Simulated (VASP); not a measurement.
Input of a VASP 6.6.1 run:

INCAR

```
SYSTEM = Ga3AsP2
PREC = Accurate
ENCUT = 520
EDIFF = 1E-7
ISMEAR = -1
SIGMA = 0.02
LREAL = .False.
LASPH = .True.
NELM = 80
ALGO = Normal
ISIF = 2
LWAVE = .False.
LCHARG = .False.
GGA = PE
NBANDS = 36
```

File KPOINTS:

```
regular mesh
0
Gamma
  8 8 8
  0 0 0
```

The input POSCAR:

```
Ga3AsP2
1.0
   -1.9739359017      5.9219837168      2.7918459115
    1.9739359017     -5.9219837168      2.7918459115
    1.9739359017      5.9219837168     -2.7918459115
P Ga As
2 3 1
Direct
    0.3328875919      0.0003382925      0.3325492995
    0.6677889930      0.0003382925      0.6674507005
    0.5727725965      0.7440926436      0.8286799528
    0.9154126908      0.7440926436      0.1713200472
    0.2619507994      0.7619507994      0.5000000000
   -0.0008126716     -0.0008126716      0.0000000000
```

Potentials or basis: VASP PAW PBE potentials, release 64 (P, Ga_d, As).

Command:

```sh
$ cat potpaw_PBE.64/P/POTCAR potpaw_PBE.64/Ga_d/POTCAR potpaw_PBE.64/As/POTCAR > POTCAR
$ mpirun -np 1 vasp_std > vasp.out
```

Q: Predict the pressure.

A: 0.1 GPa.

Q: Estimate the largest force.

A: 0.017 eV/Å.

Forces on the atoms (eV/Å):
```
P    0.000 -0.001 -0.001
P    0.000  0.001 -0.001
Ga   0.000 -0.012 -0.007
Ga   0.000  0.012 -0.007
Ga   0.000  0.000  0.017
As   0.000  0.000 -0.001
```
